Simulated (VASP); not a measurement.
# GaO4: relaxation of cell and atoms with PBE

GaO4:

```
Ga O
1.0
    -2.35844    2.35844    2.35844
     2.35844   -2.35844    2.35844
     2.35844    2.35844   -2.35844
Ga O
1 4
Cartesian
  0.0000 0.0000 0.0000
  1.1792 1.1792 -1.1792
  -1.1792 1.1792 1.1792
  1.1792 1.1792 1.1792
  1.1792 -1.1792 1.1792
```

The cell was generated, and may not be a known phase.

| Quantity | Value |
| --- | --- |
| Program | VASP 6.6.1 |
| Task | relaxation of cell and atoms |
| Functional | PBE |
| Potentials or basis | VASP PAW PBE potentials, release 64 (Ga_d, O) |
| Cutoff | 600 eV |
| k mesh | 6 × 6 × 6 |
| Occupations | gaussian, width 0.1 eV |
| Spin | collinear spin, ferromagnetic start |
| Starting moments | [0.0, 1.0, 1.0, 1.0, 1.0] μB |
| Dipole correction | no |
| Further INCAR settings | ALGO = Normal; EDIFF = 1e-07; IBRION = 2; EDIFFG = -0.04; NSW = 90; ISIF = 3 |

```
Relaxed volume                                        : 11.06 Å³/atom
Relaxed cell                                          : a = 4.157 Å, b = 4.157 Å, c = 4.157 Å, α = 109.47°, β = 109.47°, γ = 109.47°
Space group after relaxing (to 0.1 Å)                 : Im-3m (No. 229)
Energy gained by relaxing                             : 8.6 meV/atom
Ionic steps                                           : 2
Pressure after relaxing                               : -0.4 GPa
Net moment                                            : 4.85 μB per cell
Site moments                                          : Ga -0.07; O +1.06 μB
Valence electrons inside the program's atomic spheres : Ga 11.42; O 4.75
```

The path:
```tsv
step	energy change (eV)	largest force (eV/Å)	pressure (GPa)	volume (Å³)
1	0.0000	0.0000	5.59	52.47
2	-0.0428	0.0000	-0.43	55.30
```

Final structure:
```
Ga O
1.0
    -2.40009    2.40009    2.40009
     2.40009   -2.40009    2.40009
     2.40009    2.40009   -2.40009
Ga O
1 4
Cartesian
  2.4001 2.4001 2.4001
  -1.2000 3.6001 1.2000
  3.6001 1.2000 1.2000
  1.2000 1.2000 1.2000
  1.2000 -1.2000 1.2000
```

Levels at points of the mesh, in eV from the Fermi level:
Spin up:
```csv
k point,band 19,band 20,band 21,band 22,band 23,band 24
"(0.00, 0.00, 0.00)",-0.42,0.15,0.15,1.92,10.53,11.43
"(0.50, 0.00, 0.00)",-1.76,-0.44,-0.35,6.10,10.18,12.25
"(0.50, 0.50, 0.50)",-0.24,-0.24,-0.24,8.86,9.67,9.67
```
Spin down:
```
           k point  band 14  band 15  band 16  band 17  band 18  band 19
(0.00, 0.00, 0.00)    -1.90    -1.90     1.12     1.37     1.37     1.37
(0.50, 0.00, 0.00)    -1.12    -0.88    -0.48    -0.29     0.38     0.59
(0.50, 0.50, 0.50)    -1.38    -1.38     1.59     1.59     1.59     2.36
```

It took 63 s on 1 thread of Intel(R) Xeon(R) 6975P-C (Granite Rapids), with other jobs on the host, peak memory 0.26 GiB.
